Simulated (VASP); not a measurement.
Write the native input for VASP 6.6.1 that does the following.

```
Task                   : single point
Functional             : r2SCAN
Potentials or basis    : VASP PAW PBE potentials, release 64 (Na_pv, I)
Cutoff                 : 520 eV
k mesh                 : 6 × 6 × 6
Occupations            : gaussian, width 0.01 eV
Spin                   : no spin polarisation
Dipole correction      : no
Further INCAR settings : ALGO = Normal; EDIFF = 1e-06; NBANDS = 14
```

NaI:

```
Na I
1.0
     0.01617    3.24144    3.24144
     3.24144    0.01617    3.24144
     3.24144    3.24144    0.01617
Na I
1 1
Direct
  0.00000 0.00000 0.00000
  0.50000 0.50000 0.50000
```

This cell differs from its parent crystal: equal xy, yz and zx engineering shears of +0.5 %.

These files were run (other wordings do the same):

POSCAR

```
NaI
1.0
    0.0161667651      3.2414364115      3.2414364115
    3.2414364115      0.0161667651      3.2414364115
    3.2414364115      3.2414364115      0.0161667651
Na I
1 1
Direct
    0.0000000000      0.0000000000      0.0000000000
    0.5000000000      0.5000000000      0.5000000000
```

INCAR.step1

```
ALGO = Normal ; EDIFF = 1E-4
ENCUT = 520 ; GGA = PE
ISMEAR = 0 ; LASPH = True
LCHARG = False ; LREAL = False
LWAVE = True ; NBANDS = 14
NELM = 60 ; PREC = Accurate
SIGMA = 0.01
```

INCAR.step2

```
ALGO = Normal ; EDIFF = 1E-6
ENCUT = 520 ; ISIF = 2
ISMEAR = 0 ; ISTART = 1
LASPH = True ; LCHARG = True
LELF = True ; LMIXTAU = True
LREAL = False ; LVHAR = True
LWAVE = False ; METAGGA = R2SCAN
NBANDS = 14 ; NELM = 60
PREC = Accurate ; SIGMA = 0.01
```

KPOINTS

```
k-points
0
Gamma
  6 6 6
```

Potentials or basis: VASP PAW PBE potentials, release 64 (Na_pv, I).

Command:

```bash
$ cat potpaw_PBE.64/Na_pv/POTCAR potpaw_PBE.64/I/POTCAR > POTCAR
$ cp INCAR.step1 INCAR
$ mpirun -np 1 vasp_std > vasp.out
$ cp INCAR.step2 INCAR
$ mpirun -np 1 vasp_std > vasp.out
```

It gave:

| Item | Value |
| --- | --- |
| Pressure | -0.2 GPa |
| Band gap on the k mesh | 4.44 eV |

Caveat: the cell differs from its parent crystal (equal xy, yz and zx engineering shears of +0.5 %); the PAW data sets were made with another functional, which shifts forces and pressure a little; spin-orbit coupling is left out, which moves the levels of the heavy elements.

It took 88 s on 1 thread of AMD EPYC 9R45 96-Core Processor (Zen 5), on a shared host, peak memory 0.19 GiB.
